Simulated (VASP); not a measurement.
# PbS (P-6m2) in VASP: a series of runs

PbS is run at these levels: PBE; tasks: single point.

Program: VASP 6.6.1. These are calculated values, not measurements. Logs are shortened: lines on timing, memory, paths and dates and some standing lists are left out, and cuts for length are marked.

### 1 The cell of the first run

It takes space group P-6m2 (No. 187, hexagonal). Conventional cell: a = 4.090 Å, b = 4.090 Å, c = 3.788 Å, α = 90.00°, β = 90.00°, γ = 120.00°. Within 4.1 Å of Pb (site symmetry -6m2) lie 6 S at 3.03 Å and 8 Pb at 3.79 to 4.09 Å. Within 4.1 Å of S (site symmetry -6m2) lie 6 Pb at 3.03 Å and 8 S at 3.79 to 4.09 Å.

### 2 Single point, PBE

Input file INCAR:

```
SYSTEM = PbS
PREC     = Accurate       ! precision mode
ENCUT    = 520            ! plane-wave cutoff, eV
EDIFF    = 1E-6           ! SCF threshold, eV
ISMEAR   = 0              ! smearing method
SIGMA    = 0.017          ! smearing width, eV
LREAL    = .FALSE.        ! projectors in reciprocal space
LASPH    = .TRUE.         ! aspherical terms in the spheres
NELM     = 60             ! most SCF steps
ALGO     = Normal         ! electronic algorithm
ISIF     = 2              ! what is computed and relaxed
LWAVE    = .FALSE.        ! write WAVECAR
LCHARG   = .FALSE.        ! write CHGCAR
GGA      = PE             ! functional
NBANDS   = 17             ! bands
```

Input file KPOINTS:

```
regular mesh
0
G
  8 8 7
  0 0 0
```

Input file POSCAR:

```
PbS
1.0
    4.0896976867      0.0000000000      0.0000000000
   -2.0448488433      3.5417820905      0.0000000000
    0.0000000000      0.0000000000      3.7881670000
Pb S
1 1
Direct
    0.0000000000      0.0000000000      0.0000000000
    0.6666666667      0.3333333333      0.5000000000
```

Potentials or basis: VASP PAW PBE potentials, release 64 (Pb_d, S).

On the command line:

```sh
$ cat potpaw_PBE.64/Pb_d/POTCAR potpaw_PBE.64/S/POTCAR > POTCAR
$ mpirun -np 1 vasp_std > vasp.out
```

OUTCAR:

```text
SYSTEM = PbS
   PREC = Accurate
   ENCUT = 520
   EDIFF = 1E-6
   ISMEAR = 0
   LREAL = .FALSE.
   LASPH = .TRUE.
   NELM = 60
   ISIF = 2
   GGA = PE

 ion  position               nearest neighbor table
   1  0.000  0.000  0.000-   2 3.03   2 3.03   2 3.03   2 3.03   2 3.03   2 3.03
   2  0.667  0.333  0.500-   1 3.03   1 3.03   1 3.03   1 3.03   1 3.03   1 3.03

  LATTYP: Found a hexagonal cell.
 ALAT       =     4.0896976867
 C/A-ratio  =     0.9262706660

  Lattice vectors:

 A1 = (   4.0896976867,   0.0000000000,   0.0000000000)
 A2 = (  -2.0448488433,   3.5417820905,   0.0000000000)
 A3 = (   0.0000000000,   0.0000000000,   3.7881670000)

Analysis of symmetry for initial positions (statically):
=====================================================================
 Subroutine PRICEL returns:
 Original cell was already a primitive cell.

 Routine SETGRP: Setting up the symmetry group for a
 hexagonal supercell.

 Subroutine GETGRP returns: Found 12 space group operations
 (whereof 12 operations were pure point group operations)
 out of a pool of 24 trial point group operations.

The static configuration has the point symmetry D_3h.

Analysis of symmetry for dynamics (positions and initial velocities):
=====================================================================
 Subroutine PRICEL returns:
 Original cell was already a primitive cell.

 Routine SETGRP: Setting up the symmetry group for a
 hexagonal supercell.

 Subroutine GETGRP returns: Found 12 space group operations
 (whereof 12 operations were pure point group operations)
 out of a pool of 24 trial point group operations.

The dynamic configuration has the point symmetry D_3h.

 Subroutine INISYM returns: Found 12 space group operations
 (whereof 12 operations are pure point group operations),
 and found     1 'primitive' translations

----------------------------------------------------------------------------------------

                                     Primitive cell

  volume of cell :      54.8709

  direct lattice vectors                    reciprocal lattice vectors
     4.089697687  0.000000000  0.000000000     0.244516851  0.141171870  0.000000000
    -2.044848843  3.541782090  0.000000000     0.000000000  0.282343740  0.000000000
     0.000000000  0.000000000  3.788167000     0.000000000  0.000000000  0.263979914

  length of vectors
     4.089697687  4.089697687  3.788167000     0.282343740  0.282343740  0.263979914

[... 79 lines left out ...]
   NELM   =     60;   NELMIN=  2; NELMDL= -5     # of ELM steps
   EDIFF  = 0.1E-05   stopping-criterion for ELM
   LREAL  =      F    real-space projection
   EDIFFG = 0.1E-04   stopping-criterion for IOM
   NSW    =      0    number of steps for IOM
   IBRION =     -1    ionic relax: 0-MD 1-quasi-New 2-CG
   NFREE  =      0    steps in history (QN), initial steepest desc. (CG)
   ISIF   =      2    stress and relaxation
   ISYM   =      2    0-nonsym 1-usesym 2-fastsym
   POTIM  = 0.5000    time-step for ionic-motion
   TEBEG  =    0.0;   TEEND  =   0.0 temperature during run
   PSTRESS=    0.0 pullay stress
   NELECT =      20.0000    total number of electrons
   NUPDOWN=      -1.0000    fix difference up-down
   EMIN   =  10.00;   EMAX   =-10.00  energy-range for DOS
   EFERMI =   0.00;   METHOD = LEGACY
   ISMEAR =     0;   SIGMA  =   0.02  broadening in eV -4-tet -1-fermi 0-gaus
   EFERMI_NEDOS =   21; number of points for ismear=-14 and -15
   IALGO  =     38    algorithm
   IMIX   =      4    mixing-type and parameters
     AMIX     =   0.40;   BMIX     =  1.00
     AMIX_MAG =   1.60;   BMIX_MAG =  1.00
  volume/ion in A,a.u.               =      27.44       185.14
  Fermi-wavevector in a.u.,A,eV,Ry     =   1.169421  2.209885 18.606576  1.367545
  Thomas-Fermi vector in A             =   2.305894
   LORBIT       =      0    0 simple, 1 ext, 2 COOP (PROOUT), +10 PAW based schemes
   GGA     = PE    functional components
   LHFCALC =     F    Hartree Fock is set to
   AEXX    =    0.0000 exact exchange contribution
   IVDW    =     0    specifies the selected vdW correction
   LEPSILON=     F    determine dielectric tensor
   LRPA    =     F    only Hartree local field effects (RPA)
 non-spin polarized calculation
 Gauss-broadening in eV      SIGMA  =   0.02
  energy-cutoff  :      520.00
  volume of cell :       54.87
 maximum number of plane-waves:      1502
   NGX = 15   NGY = 15   NGZ = 15

 number of electron      19.9999998 magnetization

 Free energy of the ion-electron system (eV)
  ---------------------------------------------------
  ext. energy  EPLUGINS =         0.00000000
  ---------------------------------------------------
  free energy    TOTEN  =        -8.52283084 eV

  energy without entropy =       -8.52283084  energy(sigma->0) =       -8.52283084

 E-fermi :   5.2274     XC(G=0):  -9.4358

 val. band max:        5.0979355812   @ k =   0.3750   0.2500   0.0000
 cond. band min:       5.3076761623   @ k =   0.3750   0.2500   0.4286
 fundamental gap:      0.2097405811
 Fermi energy:         5.2273961675

 k-point     1 :       0.0000    0.0000    0.0000
  band No.  band energies     occupation
      1     -11.7112      2.00000
      2     -11.6943      2.00000
      3     -11.6943      2.00000
      4     -11.5910      2.00000
      5     -11.5910      2.00000
      6      -7.9617      2.00000
[... 457 lines left out ...]
      4     -11.6269      2.00000
      5     -11.6045      2.00000
      6      -6.6674      2.00000
[... 9 lines left out ...]
     16      15.5909      0.00000
     17      17.2415      0.00000

 [... further k-points ...]

------------------------ aborting loop because EDIFF is reached ----------------------------------------

  FORCE on cell =-STRESS in cart. coord.  units (eV):
  Direction    XX          YY          ZZ          XY          YZ          ZX
  --------------------------------------------------------------------------------------
  -------------------------------------------------------------------------------------
  Total        0.0050361      0.0050361     -0.0058101      0.0000000      0.0000000      0.0000000
  in kB        0.1470485      0.1470485     -0.1696506      0.0000000      0.0000000      0.0000000
  external PRESSURE =       0.0414822 kB  Pullay stress =       0.0000000 kB

 VOLUME and BASIS-vectors are now :
 -----------------------------------------------------------------------------
  energy-cutoff  :      520.00
  volume of cell :       54.87
      direct lattice vectors                 reciprocal lattice vectors
     4.089697687  0.000000000  0.000000000     0.244516851  0.141171870  0.000000000
    -2.044848843  3.541782090  0.000000000     0.000000000  0.282343740  0.000000000
     0.000000000  0.000000000  3.788167000     0.000000000  0.000000000  0.263979914

 POSITION                                       TOTAL-FORCE (eV/Angst)
 -----------------------------------------------------------------------------------
      0.00000      0.00000      0.00000        -0.000000      0.000000      0.000000
      2.04485      1.18059      1.89408         0.000000     -0.000000      0.000000
 -----------------------------------------------------------------------------------
    total drift:                               -0.000000      0.000000      0.000000

  FREE ENERGIE OF THE ION-ELECTRON SYSTEM (eV)
  ---------------------------------------------------
  free  energy   TOTEN  =        -8.5228308396 eV

  energy  without entropy=       -8.5228308396  energy(sigma->0) =       -8.52283084
```

stdout:

```text
POSCAR found type information on POSCAR PbS
 POSCAR found :  2 types and       2 ions
 scaLAPACK will be used
 LDA part: xc-table for (Slater+PW92), standard interpolation
 POSCAR, INCAR and KPOINTS ok, starting setup
 FFT: planning ... GRIDC
 FFT: planning ... GRID_SOFT
 FFT: planning ... GRID
 WAVECAR not read
 entering main loop
```

Wall time 46 s (1 thread of Intel Xeon 8259CL, shared host); peak memory 0.18 GiB.

What came out:

```
Free energy            : -8.5228 eV
Pressure               : 0.0 GPa
Band gap on the k mesh : 0.21 eV (least direct gap 1.65 eV)
```

Caveat: spin-orbit coupling is left out, which moves the levels of the heavy elements; an odd mesh through Γ misses points on the zone boundary, where band edges can lie.

### 3 Single point, PBE

Input file INCAR:

```
SYSTEM = PbS
PREC     = Accurate       ! precision mode
ENCUT    = 520            ! plane-wave cutoff, eV
EDIFF    = 1E-7           ! SCF threshold, eV
ISMEAR   = 0              ! smearing method
SIGMA    = 0.018000000000000002 ! smearing width, eV
LREAL    = .FALSE.        ! projectors in reciprocal space
LASPH    = .TRUE.         ! aspherical terms in the spheres
NELM     = 80             ! most SCF steps
ALGO     = Normal         ! electronic algorithm
ISIF     = 2              ! what is computed and relaxed
LWAVE    = .FALSE.        ! write WAVECAR
LCHARG   = .FALSE.        ! write CHGCAR
GGA      = PE             ! functional
NBANDS   = 17             ! bands
```

KPOINTS is that of step 2.

POSCAR is that of step 2.

Potentials or basis: VASP PAW PBE potentials, release 64 (Pb_d, S).

On the command line:

```sh
$ cat potpaw_PBE.64/Pb_d/POTCAR potpaw_PBE.64/S/POTCAR > POTCAR
$ mpirun -np 1 vasp_std > vasp.out
```

Run time: 36 s. Hardware: 1 thread of Intel Xeon 8259CL, shared host; peak memory 0.18 GiB.

Results (log left out):

```
Free energy            : -8.5228 eV
Pressure               : 0.0 GPa
Band gap on the k mesh : 0.21 eV (least direct gap 1.65 eV)
```

Levels at points of the mesh, in eV from the valence-band top:
| k point | band 7 | band 8 | band 9 | band 10 | band 11 | band 12 | band 13 | band 14 |
| --- | --- | --- | --- | --- | --- | --- | --- | --- |
| (0.00, 0.00, 0.00) | -6.37 | -2.06 | -1.58 | -1.58 | 3.55 | 3.55 | 5.36 | 6.59 |
| (0.50, 0.00, 0.00) | -8.37 | -2.59 | -1.70 | -1.08 | 2.01 | 4.03 | 5.35 | 5.50 |

Caveat: spin-orbit coupling is left out, which moves the levels of the heavy elements; an odd mesh through Γ misses points on the zone boundary, where band edges can lie.

### 4 Single point, PBE

Input file INCAR:

```
PREC     = Accurate       # precision mode
ENCUT    = 520            # plane-wave cutoff, eV
EDIFF    = 1E-7           # SCF threshold, eV
ISMEAR   = 0              # smearing method
SIGMA    = 0.019000000000000003 # smearing width, eV
LREAL    = False          # projectors in reciprocal space
LASPH    = True           # aspherical terms in the spheres
NELM     = 80             # most SCF steps
ALGO     = Normal         # electronic algorithm
ISIF     = 2              # what is computed and relaxed
LWAVE    = False          # write WAVECAR
LCHARG   = False          # write CHGCAR
GGA      = PE             # functional
NBANDS   = 17             # bands
```

Input file KPOINTS:

```
regular mesh
0
Gamma
  8 8 7
```

POSCAR is that of step 3.

On the command line:

```sh
$ cat potpaw_PBE.64/Pb_d/POTCAR potpaw_PBE.64/S/POTCAR > POTCAR
$ mpirun -np 1 vasp_std > vasp.out
```

Run time: 36 s. Hardware: 1 thread of Intel Xeon 8259CL, shared host; peak memory 0.18 GiB.

Results (log left out):

| Item | Value |
| --- | --- |
| Free energy | -8.5228 eV |
| Pressure | 0.0 GPa |
| Band gap on the k mesh | 0.21 eV (least direct gap 1.65 eV) |

Levels at points of the mesh, in eV from the valence-band top:
| k point | band 6 | band 7 | band 8 | band 9 | band 10 | band 11 | band 12 | band 13 | band 14 | band 15 |
| --- | --- | --- | --- | --- | --- | --- | --- | --- | --- | --- |
| (0.00, 0.00, 0.00) | -13.06 | -6.37 | -2.06 | -1.58 | -1.58 | 3.55 | 3.55 | 5.36 | 6.59 | 7.16 |
| (0.50, 0.00, 0.00) | -11.97 | -8.37 | -2.59 | -1.70 | -1.08 | 2.01 | 4.03 | 5.35 | 5.50 | 11.08 |

Caveat: spin-orbit coupling is left out, which moves the levels of the heavy elements; an odd mesh through Γ misses points on the zone boundary, where band edges can lie.

(Part 1 of 2 ends here.)
